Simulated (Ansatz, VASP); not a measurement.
One calculation of Hf2S, two programs

POSCAR

```
Hf2S
1.0
    3.3742737662      0.0000000000      0.0000000000
   -1.6871368831      2.9222068008      0.0000000000
    0.0000000000      0.0000000000     11.7174070300
Hf S
4 2
Direct
    0.6666666667      0.3333333333      0.8998116400
    0.3333333333      0.6666666667      0.3998116400
    0.6666666667      0.3333333333      0.6001883600
    0.3333333333      0.6666666667      0.1001883600
    0.0000000000      0.0000000000      0.7500000000
    0.0000000000      0.0000000000      0.2500000000
```

The input INCAR.step1:

```
SYSTEM = Hf2S
PREC = Accurate ; ENCUT = 520
ISMEAR = 0 ; SIGMA = 0.4
LREAL = .False. ; LASPH = .True.
NELM = 100 ; NBANDS = 35
GGA = PE ; ALGO = Normal
EDIFF = 1E-4 ; LWAVE = .True.
LCHARG = .False.
```

File INCAR.step2:

```
SYSTEM = Hf2S
PREC = Accurate ; ENCUT = 520
EDIFF = 1E-7 ; ISMEAR = 0
SIGMA = 0.4 ; LREAL = .False.
LASPH = .True. ; NELM = 100
ALGO = Normal ; ISIF = 2
LWAVE = .False. ; LCHARG = .False.
METAGGA = R2SCAN ; LMIXTAU = .True.
NBANDS = 35 ; ISTART = 1
```

KPOINTS

```
regular mesh
0
Gamma
  6 6 2
  0 0 0
```

Input for Ansatz:

```yaml
crystal:
  lattice:
    - [3.3742737662, 0.0, 0.0]
    - [-1.6871368831, 2.9222068008, 0.0]
    - [0.0, 0.0, 11.71740703]
  atoms:
    - { symbol: Hf, position: [0.6666666667, 0.3333333333, 0.89981164] }
    - { symbol: Hf, position: [0.3333333333, 0.6666666667, 0.39981164] }
    - { symbol: Hf, position: [0.6666666667, 0.3333333333, 0.60018836] }
    - { symbol: Hf, position: [0.3333333333, 0.6666666667, 0.10018836] }
    - { symbol: S, position: [0.0, 0.0, 0.75] }
    - { symbol: S, position: [0.0, 0.0, 0.25] }
basis:
  ecutwfc: 500
kpoints:
  mp_grid: { grid: [6, 6, 2] }
hamiltonian:
  xc: r2scan
scf:
  occupations: { method: gaussian, width: 0.4 }
output:
  forces: true
  stress: true
  eigenvalues: true
```

Alike in both runs: task single point; functional r2SCAN; k mesh 6 × 6 × 2; occupations gaussian, width 0.4 eV; no spin polarisation.

```csv
,VASP,Ansatz
version,VASP 6.6.1,Ansatz 0.2.0
potentials or method,"VASP PAW PBE potentials, release 64 (Hf_pv, S), cutoff 520 eV","scalar-relativistic, plane waves, PAW"
valence electrons in the cell,52,116
```

Ansatz gave:

```
gap on the k mesh at the Fermi level (eV)                     : none
pressure (GPa)                                                : 1.0
traceless stress, the component that is largest in VASP (GPa) : 0.58
rms of the force components (eV/Å)                            : 0.025
```

Problem. Estimate VASP's values.

Solution. gap on the k mesh at the Fermi level (eV): none; pressure (GPa): 0.1; traceless stress, the component that is largest in VASP (GPa): 0.49; rms of the force components (eV/Å): 0.028.

VASP's potentials were made for PBE, not for r2SCAN. Atom by atom the forces differ by 0.002 eV/Å (rms over components). A gap of «none» marks a metal or a gap that the smearing closes. The functional is the same, so the differences come from potentials, cutoffs and numerics. VASP's potentials hold 52 valence electrons a cell and Ansatz's 116, so a difference there can come from the potentials and not from the codes.

Neither program's run includes spin-orbit coupling.
